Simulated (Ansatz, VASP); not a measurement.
## BP: VASP beside Ansatz

The input INCAR:

```
PREC = Accurate
ENCUT = 520
EDIFF = 1E-6
ISMEAR = -1
SIGMA = 0.1
LREAL = F
LASPH = T
NELM = 80
ALGO = Normal
ISIF = 2
LWAVE = F
LCHARG = T
GGA = PS
LELF = T
LVHAR = T
NBANDS = 11
```

KPOINTS

```
regular mesh
0
Gamma
  15 15 15
```

The input POSCAR:

```
BP
1.0
    0.0000000000      1.8484654155      1.8484654155
    1.8484654155      0.0000000000      1.8484654155
    1.8484654155      1.8484654155      0.0000000000
B P
1 1
Direct
    0.0000000000      0.0000000000      0.0000000000
    0.5000000000      0.5000000000      0.5000000000
```

Input for Ansatz:

```yaml
crystal:
  lattice:
    - [0.0, 1.8484654155, 1.8484654155]
    - [1.8484654155, 0.0, 1.8484654155]
    - [1.8484654155, 1.8484654155, 0.0]
  atoms:
    - { symbol: B, position: [0.0, 0.0, 0.0] }
    - { symbol: P, position: [0.5, 0.5, 0.5] }
kpoints:
  mp_grid: { grid: [15, 15, 15] }
  band_path:
    path:
      - [0.0, 0.0, 0.0]
      - [0.5, 0.0, 0.5]
      - [0.625, 0.25, 0.625]
      - [0.375, 0.375, 0.75]
      - [0.0, 0.0, 0.0]
      - [0.5, 0.5, 0.5]
      - [0.5, 0.25, 0.75]
      - [0.5, 0.0, 0.5]
    npoints: 8
scf:
  occupations: { method: fermi_dirac, width: 0.1 }
hamiltonian:
  xc: pbesol
  pseudopotentials: { kind: paw }
output:
  forces: true
  stress: true
  eigenvalues: true
  populations: true
  dos: { projected: true, de: 0.2, e_range: [-14, 8] }
  write_density: true
  write_potential: true
  elf: true
  volumetric_format: npy
```

Change from the starting cell: volume scaled by 0.64, PAW files.

Alike in both runs: task single point; functional PBEsol; k mesh 15 × 15 × 15; occupations fermi-dirac, width 0.1 eV; no spin polarisation.

```csv
,VASP,Ansatz
version,VASP 6.6.1,Ansatz 0.2.0
potentials or method,"VASP PAW PBE potentials, release 64 (B, P)","PAW with Ansatz's default frozen-core files, scalar-relativistic"
plane-wave cutoff (eV),520,420
valence electrons in the cell,8,8
```

Ansatz gave:

```
pressure (GPa) : 169.3
```

Question: What did VASP give for the same quantities?

Answer: Pressure (GPa): 169.7.

VASP's potentials were made for PBE, not for PBEsol. Both programs put the cell under a high pressure, so it lies far from rest at this level.

Noted on VASP's run: the cell as given lies far from equilibrium.
